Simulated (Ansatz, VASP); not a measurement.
# As in VASP and in Ansatz

File INCAR:

```
SYSTEM = As
PREC = Accurate ; ENCUT = 600
EDIFF = 1E-6 ; ISMEAR = -1
SIGMA = 0.05 ; LREAL = .False.
LASPH = .True. ; NELM = 150
ALGO = Normal ; ISIF = 3
LWAVE = .False. ; LCHARG = .False.
MAGMOM = 0 0 0 ; LORBIT = 11
LSORBIT = .True. ; GGA_COMPAT = .False.
LORBMOM = .True. ; GGA = PE
IBRION = 2 ; NSW = 60
EDIFFG = -0.005
```

File KPOINTS:

```
regular mesh
0
Gamma
  15 15 15
  0 0 0
```

File POSCAR:

```
As
1.0
    2.7377415812      0.0000000000      0.0000000000
    0.0000000000      2.7377415812      0.0000000000
    0.0000000000      0.0000000000      2.7377415812
As
1
Direct
    0.0000000000      0.0000000000      0.0000000000
```

Input for Ansatz:

```yaml
crystal:
  lattice:
    - [2.7377415812, 0.0, 0.0]
    - [0.0, 2.7377415812, 0.0]
    - [0.0, 0.0, 2.7377415812]
  atoms:
    - { symbol: As, position: [0.0, 0.0, 0.0] }
kpoints:
  mp_grid: { grid: [15, 15, 15] }
scf:
  occupations: { method: fermi_dirac, width: 0.05 }
hamiltonian:
  xc: pbe
  pseudopotentials: { kind: paw_fr }
output:
  forces: true
  stress: true
  write_density: true
  write_potential: true
  elf: true
  volumetric_format: npy
relax:
  f_tol: 0.005
  max_steps: 40
  cell: {}
magnetization:
  noncollinear: true
  spin_orbit: true
```

Alike in both runs: task relaxation of cell and atoms; functional PBE; k mesh 15 × 15 × 15; occupations fermi-dirac, width 0.05 eV; non-collinear spin, spin-orbit coupling.

|  | VASP | Ansatz |
| --- | --- | --- |
| version | VASP 6.6.1 | Ansatz 0.2.0 |
| potentials or method | VASP PAW PBE potentials, release 64 (As) | PAW with Ansatz's default frozen-core files, fully relativistic files with spin-orbit coupling |
| plane-wave cutoff (eV) | 600 | 420 |
| valence electrons in the cell | 5 | 15 |

```csv
,VASP,Ansatz,Ansatz less VASP
net moment per atom (μB),0.00,0.00,0.000
relaxed volume (Å³/atom),20.37,20.33,-0.039
relaxed cell length with the largest relative difference (Å),2.731,2.729,-0.0017
```

VASP's potentials hold 5 valence electrons a cell and Ansatz's 15, so a difference there can come from the potentials and not from the codes.
